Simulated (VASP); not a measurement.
# Ga3SiCN3 (an interface model) in VASP: settings compared, part 2 of 2

VASP 6.6.1. The steps go on from the part before.

## 5. Single point, PBEsol+D3(BJ)

File INCAR:

```
PREC = Accurate
ENCUT = 520
EDIFF = 1E-6
ISMEAR = -1
SIGMA = 0.05
LREAL = False
LASPH = True
NELM = 100
ALGO = Normal
ISIF = 2
LWAVE = False
LCHARG = False
GGA = PS
IVDW = 12
NBANDS = 41
```

File KPOINTS:

```
Automatic mesh
0
Gamma
  4 3 2
```

File POSCAR:

```
Ga3SiCN3
1.0
    2.1784270000     -2.1784270000      0.0000000000
    0.0000000000      0.0000000000      4.3568530000
   -4.5422670000     -4.5422670000      0.0000000000
Si N Ga C
1 3 3 1
Direct
    0.0012690000      0.0126320000      0.0031490000
    0.9978090000      0.2462280000      0.7368210000
    0.0082030000      0.2452230000      0.2476460000
    0.4967810000      0.7508240000      0.4969390000
    0.9821000000      0.0045750000      0.4894020000
    0.4894740000      0.5005430000      0.7534520000
    0.4904950000      0.4873720000      0.2473620000
    0.4897970000      0.7524120000      0.9981830000
```

Potentials or basis: VASP PAW PBE potentials, release 64 (Si, N, Ga_d, C).

On the command line:

```
$ cat potpaw_PBE.64/Si/POTCAR potpaw_PBE.64/N/POTCAR potpaw_PBE.64/Ga_d/POTCAR potpaw_PBE.64/C/POTCAR > POTCAR
$ mpirun -np 1 vasp_std > vasp.out
```

OUTCAR:

```text
PREC = Accurate
   ENCUT = 520
   EDIFF = 1E-6
   ISMEAR = -1
   LREAL = False
   LASPH = True
   NELM = 100
   ISIF = 2
   GGA = PS
   IVDW = 12
 IVDW          = 12

 ion  position               nearest neighbor table
   1  0.001  0.013  0.003-   3 1.87   8 1.88   8 1.94   2 1.99   7 3.00
   2  0.998  0.246  0.737-   6 1.88   5 1.91   6 1.92   1 1.99
   3  0.008  0.245  0.248-   7 1.82   1 1.87   5 1.88   7 1.91
   4  0.497  0.751  0.497-   5 1.86   5 1.93   7 1.97   6 1.98
   5  0.982  0.005  0.489-   4 1.86   3 1.88   2 1.91   4 1.93
   6  0.489  0.501  0.753-   2 1.88   8 1.92   2 1.92   4 1.98
   7  0.490  0.487  0.247-   3 1.82   3 1.91   4 1.97   8 1.97   1 3.00
   8  0.490  0.752  0.998-   1 1.88   6 1.92   1 1.94   7 1.97

  LATTYP: Found a simple orthorhombic cell.
 ALAT       =     3.0807610080
 B/A-ratio  =     1.4142132378
 C/A-ratio  =     2.0851132491

  Lattice vectors:

 A1 = (   2.1784270000,  -2.1784270000,   0.0000000000)
 A2 = (   0.0000000000,   0.0000000000,   4.3568530000)
 A3 = (  -4.5422670000,  -4.5422670000,   0.0000000000)

Analysis of symmetry for initial positions (statically):
=====================================================================
 Subroutine PRICEL returns:
 Original cell was already a primitive cell.

 Routine SETGRP: Setting up the symmetry group for a
 simple orthorhombic supercell.

 Subroutine GETGRP returns: Found  1 space group operations
 (whereof  1 operations were pure point group operations)
 out of a pool of  8 trial point group operations.

The static configuration has the point symmetry C_1 .

Analysis of symmetry for dynamics (positions and initial velocities):
=====================================================================
 Subroutine PRICEL returns:
 Original cell was already a primitive cell.

 Routine SETGRP: Setting up the symmetry group for a
 simple orthorhombic supercell.

 Subroutine GETGRP returns: Found  1 space group operations
 (whereof  1 operations were pure point group operations)
 out of a pool of  8 trial point group operations.

The dynamic configuration has the point symmetry C_1 .

 Subroutine INISYM returns: Found  1 space group operations
 (whereof  1 operations are pure point group operations),
 and found     1 'primitive' translations

----------------------------------------------------------------------------------------

                                     Primitive cell

  volume of cell :      86.2221

  direct lattice vectors                    reciprocal lattice vectors
     2.178427000 -2.178427000  0.000000000     0.229523413 -0.229523413  0.000000000
     0.000000000  0.000000000  4.356853000     0.000000000  0.000000000  0.229523466
    -4.542267000 -4.542267000  0.000000000    -0.110077193 -0.110077193  0.000000000

  length of vectors
     3.080761008  4.356853000  6.423735595     0.324595124  0.229523466  0.155672659

  position of ions in fractional coordinates (direct lattice)
     0.001269000  0.012632000  0.003149000
     0.997809000  0.246228000  0.736821000
     0.008203000  0.245223000  0.247646000
     0.496781000  0.750824000  0.496939000
     0.982100000  0.004575000  0.489402000
     0.489474000  0.500543000  0.753452000
     0.490495000  0.487372000  0.247362000
     0.489797000  0.752412000  0.998183000

  ion indices of the primitive-cell ions
   primitive index   ion index
                 1           1
                 2           2
[... 48 lines left out ...]
  0.500000  0.333333  0.500000      2.000000
   k-points           NKPTS =     14   k-points in BZ     NKDIM =     14   number of bands    NBANDS=     41
   number of dos      NEDOS =    301   number of ions     NIONS =      8
   total plane-waves  NPLWV =  36864
   dimension x,y,z NGX =    24 NGY =   32 NGZ =   48
   dimension x,y,z NGXF=    48 NGYF=   64 NGZF=   96
   ions per type =               1   3   3   1
   NGX,Y,Z   is equivalent  to a cutoff of  12.95, 12.21, 12.42 a.u.
   NGXF,Y,Z  is equivalent  to a cutoff of  25.90, 24.42, 24.84 a.u.
 SYSTEM =  unknown system
   PREC   = accura    normal or accurate (medium, high low for compatibility)
   ISTART =      0    job   : 0-new  1-cont  2-samecut
   ICHARG =      2    charge: 1-file 2-atom 10-const
   ISPIN  =      1    spin polarized calculation?
   LNONCOLLINEAR =      F non collinear calculations
   LSORBIT =      F    spin-orbit coupling
   LASPH  =      T    aspherical Exc in radial PAW
   ENCUT  =  520.0 eV  38.22 Ry    6.18 a.u.   5.73  8.10 11.94*2*pi/ulx,y,z
   NELM   =    100;   NELMIN=  2; NELMDL= -5     # of ELM steps
   EDIFF  = 0.1E-05   stopping-criterion for ELM
   LREAL  =      F    real-space projection
   EDIFFG = 0.1E-04   stopping-criterion for IOM
   NSW    =      0    number of steps for IOM
   IBRION =     -1    ionic relax: 0-MD 1-quasi-New 2-CG
   NFREE  =      0    steps in history (QN), initial steepest desc. (CG)
   ISIF   =      2    stress and relaxation
   ISYM   =      2    0-nonsym 1-usesym 2-fastsym
   POTIM  = 0.5000    time-step for ionic-motion
   TEBEG  =    0.0;   TEEND  =   0.0 temperature during run
   PSTRESS=    0.0 pullay stress
   NELECT =      62.0000    total number of electrons
   NUPDOWN=      -1.0000    fix difference up-down
   EMIN   =  10.00;   EMAX   =-10.00  energy-range for DOS
   EFERMI =   0.00;   METHOD = LEGACY
   ISMEAR =    -1;   SIGMA  =   0.05  broadening in eV -4-tet -1-fermi 0-gaus
   EFERMI_NEDOS =   21; number of points for ismear=-14 and -15
   IALGO  =     38    algorithm
   IMIX   =      4    mixing-type and parameters
     AMIX     =   0.40;   BMIX     =  1.00
     AMIX_MAG =   1.60;   BMIX_MAG =  1.00
  volume/ion in A,a.u.               =      10.78        72.73
  Fermi-wavevector in a.u.,A,eV,Ry     =   1.466670  2.771605 29.267794  2.151122
  Thomas-Fermi vector in A             =   2.582380
   LORBIT       =      0    0 simple, 1 ext, 2 COOP (PROOUT), +10 PAW based schemes
   GGA     = PS    functional components
   LHFCALC =     F    Hartree Fock is set to
   AEXX    =    0.0000 exact exchange contribution
   IVDW    =    12    specifies the selected vdW correction
   LEPSILON=     F    determine dielectric tensor
   LRPA    =     F    only Hartree local field effects (RPA)
 non-spin polarized calculation
  energy-cutoff  :      520.00
  volume of cell :       86.22
 maximum number of plane-waves:      2334
 NGX is ok and might be reduce to    24
   NGX = 11   NGY = 17   NGZ = 23

 number of electron      62.0000010 magnetization

 Free energy of the ion-electron system (eV)
  ---------------------------------------------------
  ext. energy  EPLUGINS =         0.00000000
  ---------------------------------------------------
  free energy    TOTEN  =       -54.31411943 eV

  energy without entropy =      -54.31411927  energy(sigma->0) =      -54.31411935

 E-fermi :   7.2745     XC(G=0): -12.0094

 val. band max:        6.5813725724   @ k =   0.0000   0.0000   0.0000
 cond. band min:       7.9527849133   @ k =   0.0000   0.0000   0.0000
 fundamental gap:      1.3714123409
 Fermi energy:         7.2744958832

 k-point     1 :       0.0000    0.0000    0.0000
  band No.  band energies     occupation
      1     -10.4851      2.00000
      2      -9.3347      2.00000
      3      -8.7896      2.00000
      4      -7.4486      2.00000
      5      -7.3198      2.00000
      6      -7.2252      2.00000
[... 605 lines left out ...]
     40      15.8731      0.00000
     41      16.0593      0.00000

------------------------ aborting loop because EDIFF is reached ----------------------------------------

 Edisp (eV)   -1.87017

 E8    (eV) :    -1.1667

  FORCE on cell =-STRESS in cart. coord.  units (eV):
  Direction    XX          YY          ZZ          XY          YZ          ZX
  --------------------------------------------------------------------------------------
  -------------------------------------------------------------------------------------
  Total       1.66289     1.32908     1.93061    -5.14296    -1.22659     0.96660
  in kB      30.89971    24.69701    35.87459   -95.56642   -22.79241    17.96130
  external pressure =       30.49 kB  Pullay stress =        0.00 kB

 VOLUME and BASIS-vectors are now :
 -----------------------------------------------------------------------------
  energy-cutoff  :      520.00
  volume of cell :       86.22
      direct lattice vectors                 reciprocal lattice vectors
     2.178427000 -2.178427000  0.000000000     0.229523413 -0.229523413  0.000000000
     0.000000000  0.000000000  4.356853000     0.000000000  0.000000000  0.229523466
    -4.542267000 -4.542267000  0.000000000    -0.110077193 -0.110077193  0.000000000

 POSITION                                       TOTAL-FORCE (eV/Angst)
 -----------------------------------------------------------------------------------
     -0.01154     -0.01707      0.05504         0.421977      1.065493     -1.502753
     -1.17318     -5.52049      1.07278        -2.050632     -1.521712     -1.078603
     -1.10700     -1.14274      1.06840         0.713780      2.325877     -1.503409
     -1.17503     -3.33943      3.27123        -0.286835      0.607646     -0.980058
     -0.08356     -4.36243      0.01993        -0.162131     -1.175865     -1.337715
     -2.35610     -4.48866      2.18079         0.956859      0.382437      1.016521
     -0.05508     -2.19209      2.12341         0.540712     -0.853719      2.601125
     -3.46703     -5.60100      3.27815        -0.133730     -0.830157      2.784891
 -----------------------------------------------------------------------------------
    total drift:                               -0.000166      0.000053     -0.000855

  FREE ENERGIE OF THE ION-ELECTRON SYSTEM (eV)
  ---------------------------------------------------
  free  energy   TOTEN  =       -56.1842927707 eV

  energy  without entropy=      -56.1842926112  energy(sigma->0) =      -56.18429269
```

It took 23 s on 1 thread of Intel Xeon 6975P-C (Granite Rapids), shared host; peak memory 0.21 GiB.

What came out:

```yaml
Free_energy: -56.1843 eV
Pressure: 3.0 GPa
Largest_force: 2.909 eV/Å
Band_gap_on_the_k_mesh: 1.37 eV, direct
Dispersion_energy_per_atom: -0.234 eV
```

Forces on the atoms (eV/Å):
```
Si   0.422  1.065 -1.503
N   -2.051 -1.522 -1.079
N    0.714  2.326 -1.503
N   -0.287  0.608 -0.980
Ga  -0.162 -1.176 -1.338
Ga   0.957  0.382  1.017
Ga   0.541 -0.854  2.601
C   -0.134 -0.830  2.785
```

Levels at points of the mesh, in eV from the valence-band top:
```csv
k point,band 27,band 28,band 29,band 30,band 31,band 32,band 33,band 34,band 35,band 36
"(0.00, 0.00, 0.00)",-1.88,-0.90,-0.35,-0.18,0.00,1.37,3.18,5.35,6.14,6.79
"(0.50, 0.00, 0.00)",-3.48,-2.85,-2.67,-2.60,-0.47,2.13,2.54,4.45,5.82,5.98
"(0.00, 0.00, 0.50)",-2.44,-1.64,-1.34,-0.54,-0.06,2.97,4.03,5.19,5.43,6.59
"(0.50, 0.00, 0.50)",-3.47,-3.35,-3.17,-2.34,-1.75,3.53,3.81,4.49,4.97,5.94
```

Caveat: the k points lie up to 0.51 Å⁻¹ apart; three body term missing; the PAW data sets were made with another functional, which shifts forces and pressure a little.

## 6. Summary

| level | smearing | gap on the mesh (eV) | pressure (GPa) | largest force (eV/Å) |
| --- | --- | --- | --- | --- |
| PBEsol | fermi-dirac 0.05 eV | 1.37 | 6.6 | 2.91 |
| PBEsol | gaussian 0.01 eV | 1.37 | 6.6 | 2.91 |
| PBEsol+D3(BJ) | fermi-dirac 0.05 eV | 1.37 | 3.0 | 2.91 |

Alike in all rows: task single point; potentials or basis VASP PAW PBE potentials, release 64 (Si, N, Ga_d, C); no spin polarisation; cell as given; k mesh 4 × 3 × 2; cutoff (eV) 520.

Caveats: all runs use coarse meshes; the PAW data sets were made with another functional, which shifts forces and pressure a little; three body term missing (some runs).

Total energies depend on the potentials used, so only differences within one code and one set of settings carry meaning.
